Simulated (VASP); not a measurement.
# Ni (Fm-3m) in VASP: a series of runs, part 2 of 2

VASP 6.6.1. Earlier steps stand in the parts before.

### Step 3. Single point, LDA+U, collinear spin, ferromagnetic start

The input, INCAR:

```
  PREC = Accurate
  ENCUT = 520
  EDIFF = 1E-7
  ISMEAR = 0
  SIGMA = 0.05
  LREAL = False
  LASPH = True
  NELM = 150
  ALGO = Normal
  ISIF = 2
  LWAVE = False
  LCHARG = False
  ISPIN = 2
  MAGMOM = 1.46
  LORBIT = 11
  NUPDOWN = 1.46
  LMAXMIX = 4
  LDAU = True
  LDAUTYPE = 2
  LDAUL = 2
  LDAUU = 4.2
  LDAUJ = 0
  LDAUPRINT = 1
  GGA = CA
  NBANDS = 15
```

The input, KPOINTS:

```
regular mesh
0
Gamma
  15 15 15
```

The input, POSCAR:

```
Ni
1.0
    0.0000000000      1.7810000000      1.7810000000
    1.7810000000      0.0000000000      1.7810000000
    1.7810000000      1.7810000000      0.0000000000
Ni
1
Direct
    0.0000000000      0.0000000000      0.0000000000
```

Potentials or basis: VASP PAW LDA potentials, release 64 (Ni).

Run with:

```sh
$ cat potpaw_LDA.64/Ni/POTCAR > POTCAR
$ mpirun -np 1 vasp_std > vasp.out
```

OUTCAR:

```text
PREC = Accurate
   ENCUT = 520
   EDIFF = 1E-7
   ISMEAR = 0
   LREAL = False
   LASPH = True
   NELM = 150
   ISIF = 2
   ISPIN = 2
   LORBIT = 11
   NUPDOWN = 1.46
   GGA = CA

 ion  position               nearest neighbor table
   1  0.000  0.000  0.000-

  LATTYP: Found a face centered cubic cell.
 ALAT       =     3.5620000000

  Lattice vectors:

 A1 = (   0.0000000000,   1.7810000000,   1.7810000000)
 A2 = (   1.7810000000,   0.0000000000,   1.7810000000)
 A3 = (   1.7810000000,   1.7810000000,   0.0000000000)

Analysis of symmetry for initial positions (statically):
=====================================================================
 Subroutine PRICEL returns:
 Original cell was already a primitive cell.

 Routine SETGRP: Setting up the symmetry group for a
 face centered cubic supercell.

 Subroutine GETGRP returns: Found 48 space group operations
 (whereof 48 operations were pure point group operations)
 out of a pool of 48 trial point group operations.

The static configuration has the point symmetry O_h .

Analysis of symmetry for dynamics (positions and initial velocities):
=====================================================================
 Subroutine PRICEL returns:
 Original cell was already a primitive cell.

 Routine SETGRP: Setting up the symmetry group for a
 face centered cubic supercell.

 Subroutine GETGRP returns: Found 48 space group operations
 (whereof 48 operations were pure point group operations)
 out of a pool of 48 trial point group operations.

The dynamic configuration has the point symmetry O_h .

Analysis of structural, dynamic, and magnetic symmetry:
=====================================================================
 Subroutine PRICEL returns:
 Original cell was already a primitive cell.

 Routine SETGRP: Setting up the symmetry group for a
 face centered cubic supercell.

 Subroutine GETGRP returns: Found 48 space group operations
 (whereof 48 operations were pure point group operations)
 out of a pool of 48 trial point group operations.

The overall configuration has the point symmetry O_h .

 Subroutine INISYM returns: Found 48 space group operations
 (whereof 48 operations are pure point group operations),
 and found     1 'primitive' translations

----------------------------------------------------------------------------------------

                                     Primitive cell

  volume of cell :      11.2985

  direct lattice vectors                    reciprocal lattice vectors
     0.000000000  1.781000000  1.781000000    -0.280741157  0.280741157  0.280741157
     1.781000000  0.000000000  1.781000000     0.280741157 -0.280741157  0.280741157
     1.781000000  1.781000000  0.000000000     0.280741157  0.280741157 -0.280741157

  length of vectors
     2.518714355  2.518714355  2.518714355     0.486257947  0.486257947  0.486257947

  position of ions in fractional coordinates (direct lattice)
[... 103 lines left out ...]
   angular momentum for each species LDAUL =     2
   U (eV)           for each species LDAUU =   4.2
   J (eV)           for each species LDAUJ =   0.0
   GGA     = CA    functional components
   LHFCALC =     F    Hartree Fock is set to
   AEXX    =    0.0000 exact exchange contribution
   IVDW    =     0    specifies the selected vdW correction
   LEPSILON=     F    determine dielectric tensor
   LRPA    =     F    only Hartree local field effects (RPA)
 spin polarized calculation
 Gauss-broadening in eV      SIGMA  =   0.05
  energy-cutoff  :      520.00
  volume of cell :       11.30
 maximum number of plane-waves:       322
   NGX =  9   NGY =  9   NGZ =  9

atom =   1  type =  1  l = 2

 onsite density matrix

spin component  1

  0.9570  0.0000 -0.0000  0.0000 -0.0000
  0.0000  0.9570  0.0000 -0.0000 -0.0000
 -0.0000  0.0000  0.9641  0.0000 -0.0000
  0.0000 -0.0000  0.0000  0.9570 -0.0000
 -0.0000 -0.0000 -0.0000 -0.0000  0.9641

spin component  2

  0.5660 -0.0000  0.0000  0.0000  0.0000
 -0.0000  0.5660  0.0000  0.0000  0.0000
  0.0000  0.0000  0.9042 -0.0000 -0.0000
  0.0000  0.0000 -0.0000  0.5660  0.0000
  0.0000  0.0000 -0.0000  0.0000  0.9042

 occupancies and eigenvectors

  o =  0.5660  v =  0.0000  0.0000  0.0000  0.0000  0.0000  1.0000  0.0000  0.0000  0.0000  0.0000      0.0000  0.0000  0.0000  0.0000  0.0000  0.0000  0.0000  0.0000  0.0000  0.0000
  o =  0.5660  v =  0.0000  0.0000  0.0000  0.0000  0.0000  0.0000  0.9815  0.0000 -0.1917 -0.0000      0.0000  0.0000  0.0000  0.0000  0.0000  0.0000  0.0000  0.0000  0.0000  0.0000
  o =  0.5660  v =  0.0000  0.0000  0.0000  0.0000  0.0000  0.0000  0.1917  0.0000  0.9815 -0.0000      0.0000  0.0000  0.0000  0.0000  0.0000  0.0000  0.0000  0.0000  0.0000  0.0000
  o =  0.9042  v =  0.0000  0.0000  0.0000  0.0000  0.0000  0.0000 -0.0000  0.9999 -0.0000  0.0165      0.0000  0.0000  0.0000  0.0000  0.0000  0.0000  0.0000  0.0000  0.0000  0.0000
  o =  0.9042  v =  0.0000  0.0000  0.0000  0.0000  0.0000  0.0000 -0.0000  0.0165 -0.0000 -0.9999      0.0000  0.0000  0.0000  0.0000  0.0000  0.0000  0.0000  0.0000  0.0000  0.0000
  o =  0.9570  v =  0.0000 -0.3485 -0.0000 -0.9373  0.0000  0.0000  0.0000  0.0000  0.0000  0.0000      0.0000  0.0000  0.0000  0.0000  0.0000  0.0000  0.0000  0.0000  0.0000  0.0000
  o =  0.9570  v =  0.0000  0.9373 -0.0000 -0.3485  0.0000  0.0000  0.0000  0.0000  0.0000  0.0000      0.0000  0.0000  0.0000  0.0000  0.0000  0.0000  0.0000  0.0000  0.0000  0.0000
  o =  0.9570  v =  1.0000  0.0000  0.0000  0.0000  0.0000  0.0000  0.0000  0.0000  0.0000  0.0000      0.0000  0.0000  0.0000  0.0000  0.0000  0.0000  0.0000  0.0000  0.0000  0.0000
  o =  0.9641  v =  0.0000  0.0000  0.9870 -0.0000  0.1610  0.0000  0.0000  0.0000  0.0000  0.0000      0.0000  0.0000  0.0000  0.0000  0.0000  0.0000  0.0000  0.0000  0.0000  0.0000
  o =  0.9641  v =  0.0000  0.0000  0.1610 -0.0000 -0.9870  0.0000  0.0000  0.0000  0.0000  0.0000      0.0000  0.0000  0.0000  0.0000  0.0000  0.0000  0.0000  0.0000  0.0000  0.0000

 number of electron      10.0000003 magnetization       1.4600001

 Free energy of the ion-electron system (eV)
  ---------------------------------------------------
  ext. energy  EPLUGINS =         0.00000000
  ---------------------------------------------------
  free energy    TOTEN  =        -3.35794933 eV

  energy without entropy =       -3.35696300  energy(sigma->0) =       -3.35745616

 E-fermi :   7.7652     XC(G=0): -13.3929

 val. band max:       10.4756476902   @ k =  -0.3333   0.2667   0.0667
 cond. band min:       7.7849947642   @ k =  -0.4000   0.4667   0.0667
 fundamental gap:     -2.6906529260
 Fermi energy:        10.5110025469

 spin component 1

 k-point     1 :       0.0000    0.0000    0.0000
  band No.  band energies     occupation
      1      -0.3947      1.00000
      2       3.7831      1.00000
      3       3.7831      1.00000
      4       3.7831      1.00000
      5       5.0623      1.00000
      6       5.0623      1.00000
      7      31.7888      0.00000
      8      35.2420      0.00000
      9      35.2420      0.00000
     10      35.2420      0.00000
     11      35.2705      0.00000
     12      35.2705      0.00000
[... 841 lines left out ...]
      4       6.4559      1.00000
      5       7.2235      1.00000
      6       7.2461      1.00000
      7      27.9226      0.00000
      8      30.3608      0.00000
      9      30.8167      0.00000
     10      32.7772      0.00000
     11      36.9833      0.00000
     12      41.6680      0.00000
     13      43.3148      0.00000
     14      43.9896      0.00000
     15      47.2316      0.00000

 [... further k-points ...]
[... 5 lines left out ...]
  --------------------------------------------------------------------------------------
  -------------------------------------------------------------------------------------
  Total       -1.1285546     -1.1285546     -1.1285546      0.0000000      0.0000000      0.0000000
  in kB     -160.0336843   -160.0336843   -160.0336843      0.0000000      0.0000000      0.0000000
  external PRESSURE =    -160.0336843 kB  Pullay stress =       0.0000000 kB

 VOLUME and BASIS-vectors are now :
 -----------------------------------------------------------------------------
  energy-cutoff  :      520.00
  volume of cell :       11.30
      direct lattice vectors                 reciprocal lattice vectors
     0.000000000  1.781000000  1.781000000    -0.280741157  0.280741157  0.280741157
     1.781000000  0.000000000  1.781000000     0.280741157 -0.280741157  0.280741157
     1.781000000  1.781000000  0.000000000     0.280741157  0.280741157 -0.280741157

 POSITION                                       TOTAL-FORCE (eV/Angst)
 -----------------------------------------------------------------------------------
      0.00000      0.00000      0.00000         0.000000      0.000000      0.000000
 -----------------------------------------------------------------------------------
    total drift:                                0.000000      0.000000      0.000000

  FREE ENERGIE OF THE ION-ELECTRON SYSTEM (eV)
  ---------------------------------------------------
  free  energy   TOTEN  =        -3.3579493252 eV

  energy  without entropy=       -3.3569630023  energy(sigma->0) =       -3.35745616

 total charge

# of ion       s       p       d       tot
------------------------------------------
    1        0.508   0.508   8.280   9.296

 magnetization (x)

# of ion       s       p       d       tot
------------------------------------------
    1        0.036   0.088   1.294   1.418
```

Wall time 34 s (1 thread of Intel Xeon Platinum 8488C (Sapphire Rapids), shared host); peak memory 0.13 GiB.

Results:

```yaml
Free_energy: -3.3579 eV
Pressure: -16.0 GPa
Net_moment: 1.46 μB per cell
Site_moments: Ni +1.42 μB
Valence_electrons_inside_the_program's_atomic_spheres: Ni 9.30
```

Eigenvalues of the final occupation matrices:
```csv
site,spin,trace,eigenvalues
site 1 d,1,4.80,0.96 0.96 0.96 0.96 0.96
site 1 d,2,3.51,0.57 0.57 0.57 0.90 0.90
```

Caveat: the total moment is fixed, so each spin has its own Fermi level; the U is typed as a test and isn't derived for this compound. The state reached can hang on the start; a lower one may exist.

### Step 4. Single point, LDA+U, collinear spin, ferromagnetic start

The input, INCAR:

```
ALGO = Normal ; EDIFF = 1E-6
ENCUT = 520 ; GGA = CA
ISIF = 2 ; ISMEAR = 0
ISPIN = 2 ; LASPH = T
LCHARG = T ; LDAU = T
LDAUJ = 0 ; LDAUL = 2
LDAUPRINT = 1 ; LDAUTYPE = 2
LDAUU = 4.2 ; LELF = T
LMAXMIX = 4 ; LORBIT = 11
LREAL = F ; LVHAR = T
LWAVE = F ; MAGMOM = 1.94
NBANDS = 15 ; NELM = 150
NUPDOWN = 1.94 ; PREC = Accurate
SIGMA = 0.05
```

The input, KPOINTS:

```
k-points
0
Gamma
  15 15 15
```

POSCAR is that of step 3.

Run with:

```sh
$ cat potpaw_LDA.64/Ni/POTCAR > POTCAR
$ mpirun -np 1 vasp_std > vasp.out
```

It took 45 s on 1 thread of Intel Xeon Platinum 8488C (Sapphire Rapids), shared host; peak memory 0.14 GiB.

The run converged. Its results:

```yaml
Free_energy: -2.1999 eV
Pressure: -8.1 GPa
Net_moment: 1.94 μB per cell
Site_moments: Ni +1.83 μB
Valence_electrons_inside_the_program's_atomic_spheres: Ni 9.26
```

Eigenvalues of the final occupation matrices:
```tsv
site	spin	trace	eigenvalues
site 1 d	1	4.86	0.97 0.97 0.97 0.98 0.98
site 1 d	2	3.32	0.64 0.64 0.68 0.68 0.68
```

Caveat: the total moment is fixed, so each spin has its own Fermi level; the U is typed as a test and isn't derived for this compound. The state reached can hang on the start; a lower one may exist.

### Step 5. Summary

| fixed moment (μB) | pressure (GPa) | moment (μB) |
| --- | --- | --- |
| 0.97 | -25.1 | 0.97 |
| 1.46 | -16.0 | 1.46 |
| 1.94 | -8.1 | 1.94 |

Alike in all rows: task single point; level LDA+U; potentials or basis VASP PAW LDA potentials, release 64 (Ni); spin collinear, ferromagnetic start; Ni d U = 4.2 eV; cell as given; k mesh 15 × 15 × 15; cutoff (eV) 520; smearing gaussian 0.05 eV.

Caveats: the total moment is fixed, so each spin has its own Fermi level; the U is typed as a test and isn't derived for this compound.

Total energies depend on the potentials used, so only differences within one code and one set of settings carry meaning.
